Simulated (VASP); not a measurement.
**SiO2: single point with PBE**

The system is SiO2.

```xyz
12
Lattice="5.3271 0.0000 0.0000 -2.6636 4.6134 0.0000 0.0000 0.0000 8.6970" Properties=species:S:1:pos:R:3 pbc="T T T"
Si    2.6636    1.5378    8.1536
Si    2.6636    1.5378    4.8919
Si    0.0000    3.0756    0.5434
Si    0.0000    3.0756    3.8051
O    -1.3285    2.3010    0.0000
O     1.3285    2.3010    4.3485
O     2.6702    0.0000    4.3485
O     1.3351    2.3125    0.0000
O    -1.3351    2.3125    4.3485
O     2.6636    1.5378    6.5227
O     0.0000    3.0756    2.1742
O     2.6569    0.0000    0.0000
```

| Item | Value |
| --- | --- |
| Program | VASP 6.6.1 |
| Task | single point |
| Functional | PBE |
| Potentials or basis | VASP PAW PBE potentials, release 64 (Si, O) |
| Cutoff | 520 eV |
| k mesh | 6 × 6 × 4 |
| Occupations | gaussian, width 0.02 eV |
| Spin | no spin polarisation |

- Largest force: 0.029 eV/Å

Forces in eV/Å, atoms in the order of the input:
```
Si   0.000  0.000 -0.029
Si   0.000  0.000  0.029
Si   0.000  0.000  0.029
Si   0.000  0.000 -0.029
O    0.000  0.000  0.000
O    0.000  0.000  0.000
O    0.000  0.000  0.000
O    0.000  0.000  0.000
O    0.000  0.000  0.000
O    0.000  0.000  0.000
O    0.000  0.000  0.000
O    0.000  0.000  0.000
```

Levels at points of the mesh, in eV from the Fermi level:
| k point | band 30 | band 31 | band 32 | band 33 | band 34 | band 35 |
| --- | --- | --- | --- | --- | --- | --- |
| (0.00, 0.00, 0.00) | -6.40 | -6.38 | -6.38 | -1.50 | 0.64 | 1.08 |
| (0.50, 0.00, 0.00) | -7.21 | -7.01 | -6.39 | 0.69 | 0.77 | 1.55 |
| (0.00, 0.00, 0.50) | -6.83 | -6.38 | -6.38 | -0.74 | -0.74 | 1.56 |
| (0.50, 0.00, 0.50) | -7.16 | -6.71 | -6.71 | 0.97 | 0.97 | 1.18 |

Wall time 110 s on 1 thread of AMD EPYC 9R45 96-Core Processor (Zen 5) (shared host), peak memory 0.36 GiB.

Caveat: the cell carries a net charge on a neutralising background, which shifts energy and pressure; the cell is charged against a uniform background, so pressure and absolute levels hang on convention; an odd number of electrons without spin polarisation forces a metal; a magnetic or distorted state may lie lower.
